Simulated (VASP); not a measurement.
# Al3SiPd2 (P6/mmm) in VASP: single point with PBE

Aim: the single point of Al3SiPd2 with PBE.

Everything below comes from runs of VASP 6.6.1. Logs are shortened: lines on timing, memory, paths and dates and some standing lists are left out, and cuts for length are marked.

**1. The cell of the first run**

It takes space group P6/mmm (No. 191, hexagonal). The conventional cell has a = 4.077 Å, b = 4.077 Å, c = 6.073 Å, α = 90.00°, β = 90.00°, γ = 120.00°. Within 2.7 Å of Al (site symmetry mmm) lie 4 Al at 2.04 Å and 2 Si at 2.04 Å. Within 2.6 Å of Si (site symmetry 6/mmm) lie 2 Pd at 1.94 Å and 6 Al at 2.04 Å. Within 2.6 Å of Pd (site symmetry 6mm) lie 1 Si at 1.94 Å and 1 Pd at 2.20 Å.

The cell was generated, and may not be a known phase.

**2. Single point, PBE**

INCAR

```
PREC = Accurate
ENCUT = 630
EDIFF = 1E-6
ISMEAR = 0
SIGMA = 0.1
LREAL = False
LASPH = True
NELM = 120
ALGO = Normal
ISIF = 2
LWAVE = False
LCHARG = True
GGA = PE
LELF = True
LVHAR = True
NBANDS = 34
GGA_COMPAT = False
```

KPOINTS

```
regular mesh
0
Gamma
  6 6 4
```

POSCAR

```
Al3SiPd2
1.0
    4.0774040500      0.0000000000      0.0000000000
   -2.0387020300      3.5311354900      0.0000000000
    0.0000000000      0.0000000000      6.0731470800
Al Si Pd
3 1 2
Direct
    0.5000000000      0.0000000000      0.0000000000
    0.0000000000      0.5000000000      0.0000000000
    0.5000000000      0.5000000000      0.0000000000
    0.0000000000      0.0000000000      0.0000000000
    0.0000000000      0.0000000000      0.3186213700
    0.0000000000      0.0000000000      0.6813786300
```

Potentials or basis: VASP PAW PBE potentials, release 64 (Al, Si, Pd_sv_GW).

On the command line:

```
$ cat potpaw_PBE.64/Al/POTCAR potpaw_PBE.64/Si/POTCAR potpaw_PBE.64/Pd_sv_GW/POTCAR > POTCAR
$ mpirun -np 1 vasp_std > vasp.out
```

OUTCAR:

```text
PREC = Accurate
   ENCUT = 630
   EDIFF = 1E-6
   ISMEAR = 0
   LREAL = False
   LASPH = True
   NELM = 120
   ISIF = 2
   GGA = PE

 ion  position               nearest neighbor table
   1  0.500  0.000  0.000-   2 2.04   2 2.04   4 2.04   4 2.04   3 2.04   3 2.04   6 2.81   5 2.81
                             6 2.81   5 2.81
   2  0.000  0.500  0.000-   1 2.04   1 2.04   3 2.04   3 2.04   4 2.04   4 2.04   5 2.81   6 2.81
                             6 2.81   5 2.81
   3  0.500  0.500  0.000-   4 2.04   4 2.04   2 2.04   2 2.04   1 2.04   1 2.04   6 2.81   5 2.81
                             5 2.81   6 2.81
   4  0.000  0.000  0.000-   5 1.94   6 1.94   3 2.04   3 2.04   1 2.04   1 2.04   2 2.04   2 2.04

   5  0.000  0.000  0.319-   4 1.94   6 2.20   3 2.81   3 2.81   1 2.81   1 2.81   2 2.81   2 2.81

   6  0.000  0.000  0.681-   4 1.94   5 2.20   3 2.81   3 2.81   1 2.81   1 2.81   2 2.81   2 2.81

  LATTYP: Found a hexagonal cell.
 ALAT       =     4.0774040500
 C/A-ratio  =     1.4894641310

  Lattice vectors:

 A1 = (   4.0774040500,   0.0000000000,   0.0000000000)
 A2 = (  -2.0387020300,   3.5311354900,   0.0000000000)
 A3 = (   0.0000000000,   0.0000000000,   6.0731470800)

Analysis of symmetry for initial positions (statically):
=====================================================================
 Subroutine PRICEL returns:
 Original cell was already a primitive cell.

 Routine SETGRP: Setting up the symmetry group for a
 hexagonal supercell.

 Subroutine GETGRP returns: Found 24 space group operations
 (whereof 24 operations were pure point group operations)
 out of a pool of 24 trial point group operations.

The static configuration has the point symmetry D_6h.

Analysis of symmetry for dynamics (positions and initial velocities):
=====================================================================
 Subroutine PRICEL returns:
 Original cell was already a primitive cell.

 Routine SETGRP: Setting up the symmetry group for a
 hexagonal supercell.

 Subroutine GETGRP returns: Found 24 space group operations
 (whereof 24 operations were pure point group operations)
 out of a pool of 24 trial point group operations.

The dynamic configuration has the point symmetry D_6h.

 Subroutine INISYM returns: Found 24 space group operations
[... 93 lines left out ...]
   ISTART =      0    job   : 0-new  1-cont  2-samecut
   ICHARG =      2    charge: 1-file 2-atom 10-const
   ISPIN  =      1    spin polarized calculation?
   LNONCOLLINEAR =      F non collinear calculations
   LSORBIT =      F    spin-orbit coupling
   LASPH  =      T    aspherical Exc in radial PAW
   ENCUT  =  630.0 eV  46.30 Ry    6.80 a.u.   8.34  8.34 12.43*2*pi/ulx,y,z
   NELM   =    120;   NELMIN=  2; NELMDL= -5     # of ELM steps
   EDIFF  = 0.1E-05   stopping-criterion for ELM
   LREAL  =      F    real-space projection
[... 7 lines left out ...]
   TEBEG  =    0.0;   TEEND  =   0.0 temperature during run
   PSTRESS=    0.0 pullay stress
   NELECT =      49.0000    total number of electrons
   NUPDOWN=      -1.0000    fix difference up-down
   EMIN   =  10.00;   EMAX   =-10.00  energy-range for DOS
   EFERMI =   0.00;   METHOD = LEGACY
   ISMEAR =     0;   SIGMA  =   0.10  broadening in eV -4-tet -1-fermi 0-gaus
   EFERMI_NEDOS =   21; number of points for ismear=-14 and -15
   IALGO  =     38    algorithm
   IMIX   =      4    mixing-type and parameters
     AMIX     =   0.40;   BMIX     =  1.00
     AMIX_MAG =   1.60;   BMIX_MAG =  1.00
  volume/ion in A,a.u.               =      14.57        98.35
  Fermi-wavevector in a.u.,A,eV,Ry     =   1.349697  2.550557 24.785480  1.821681
  Thomas-Fermi vector in A             =   2.477262
   LORBIT       =      0    0 simple, 1 ext, 2 COOP (PROOUT), +10 PAW based schemes
   GGA     = PE    functional components
   LHFCALC =     F    Hartree Fock is set to
   AEXX    =    0.0000 exact exchange contribution
   IVDW    =     0    specifies the selected vdW correction
   LEPSILON=     F    determine dielectric tensor
   LRPA    =     F    only Hartree local field effects (RPA)
 non-spin polarized calculation
 Gauss-broadening in eV      SIGMA  =   0.10
  energy-cutoff  :      630.00
  volume of cell :       87.44
 maximum number of plane-waves:      3168
 NGX is ok and might be reduce to    36
   NGX = 17   NGY = 17   NGZ = 25

 number of electron      49.0000000 magnetization

 Free energy of the ion-electron system (eV)
  ---------------------------------------------------
  ext. energy  EPLUGINS =         0.00000000
  ---------------------------------------------------
  free energy    TOTEN  =        -2.87421799 eV

  energy without entropy =       -2.85992256  energy(sigma->0) =       -2.86707028

 E-fermi :   8.8610     XC(G=0): -10.9759

 val. band max:        8.8127419502   @ k =   0.0000   0.0000   0.5000
 cond. band min:       8.8776178321   @ k =   0.3333  -0.0000   0.2500
 fundamental gap:      0.0648758819
 Fermi energy:         8.8610218650

 k-point     1 :       0.0000    0.0000    0.0000
  band No.  band energies     occupation
      1     -76.5567      2.00000
      2     -76.4163      2.00000
      3     -43.3253      2.00000
      4     -42.4036      2.00000
      5     -42.0768      2.00000
      6     -42.0768      2.00000
[... 766 lines left out ...]
     33      16.0576      0.00000
     34      16.0863      0.00000

------------------------ aborting loop because EDIFF is reached ----------------------------------------

  FORCE on cell =-STRESS in cart. coord.  units (eV):
  Direction    XX          YY          ZZ          XY          YZ          ZX
  --------------------------------------------------------------------------------------
  -------------------------------------------------------------------------------------
  Total       74.3945489     74.3945489     44.5470820     -0.0000001      0.0000000      0.0000000
  in kB     1363.1378162   1363.1378171    816.2400747     -0.0000019      0.0000000      0.0000000
  external PRESSURE =    1180.8385693 kB  Pullay stress =       0.0000000 kB

 VOLUME and BASIS-vectors are now :
 -----------------------------------------------------------------------------
  energy-cutoff  :      630.00
  volume of cell :       87.44
      direct lattice vectors                 reciprocal lattice vectors
     4.077404050  0.000000000  0.000000000     0.245254085  0.141597512  0.000000000
    -2.038702030  3.531135490  0.000000000     0.000000000  0.283195024  0.000000000
     0.000000000  0.000000000  6.073147080     0.000000000  0.000000000  0.164659276

 POSITION                                       TOTAL-FORCE (eV/Angst)
 -----------------------------------------------------------------------------------
      2.03870      0.00000      0.00000         0.000000      0.000000      0.000000
     -1.01935      1.76557      0.00000         0.000000      0.000000      0.000000
      1.01935      1.76557      0.00000         0.000000      0.000000      0.000000
      0.00000      0.00000      0.00000         0.000000      0.000000      0.000000
      0.00000      0.00000      1.93503        -0.000000     -0.000000      2.020282
      0.00000      0.00000      4.13811         0.000000     -0.000000     -2.020282
 -----------------------------------------------------------------------------------
    total drift:                               -0.000000     -0.000000      0.000000

  FREE ENERGIE OF THE ION-ELECTRON SYSTEM (eV)
  ---------------------------------------------------
  free  energy   TOTEN  =        -2.8742179944 eV

  energy  without entropy=       -2.8599225564  energy(sigma->0) =       -2.86707028
```

OSZICAR:

```text
N       E                     dE             d eps       ncg     rms          rms(c)
[... 17 lines left out ...]
DAV:  18    -0.289884080928E+01    0.21667E-02   -0.15018E-04  2682   0.185E-01    0.736E+00
DAV:  19    -0.287965921926E+01    0.19182E-01   -0.15627E-02  2608   0.201E+00    0.351E+00
DAV:  20    -0.287569642002E+01    0.39628E-02   -0.60874E-03  2670   0.880E-01    0.168E+00
DAV:  21    -0.287445439803E+01    0.12420E-02   -0.11517E-03  2636   0.469E-01    0.779E-01
DAV:  22    -0.287424967592E+01    0.20472E-03   -0.51707E-04  2542   0.239E-01    0.182E-01
DAV:  23    -0.287421759998E+01    0.32076E-04   -0.10412E-04  2524   0.156E-01    0.499E-02
DAV:  24    -0.287421854246E+01   -0.94247E-06   -0.15836E-05  1840   0.464E-02    0.264E-02
DAV:  25    -0.287421799443E+01    0.54802E-06   -0.13311E-06   998   0.124E-02
   1 F= -.28742180E+01 E0= -.28670703E+01  d E =-.142954E-01
```

Run time: 4.2 min. Hardware: 1 thread of AMD EPYC 7R43 (Zen 3), shared host; peak memory 0.25 GiB.

Results:

| Property | Result |
| --- | --- |
| Free energy | -2.8742 eV |
| Pressure | 118.1 GPa |
| Largest force | 2.020 eV/Å |
| Band gap on the k mesh | zero (an odd number of electrons rules out a gap without spin polarisation) |

Forces on the atoms (eV/Å):
```
Al   0.000  0.000  0.000
Al   0.000  0.000  0.000
Al   0.000  0.000  0.000
Si   0.000  0.000  0.000
Pd   0.000  0.000  2.020
Pd   0.000  0.000 -2.020
```

Caveat: the stress differs along the axes, from 82 to 136 GPa; forces of over 1 eV/Å act on the atoms, so gaps and moduli don't describe the material at rest.

The gap in the log of VASP goes by the Fermi energy; the results here count the filled bands.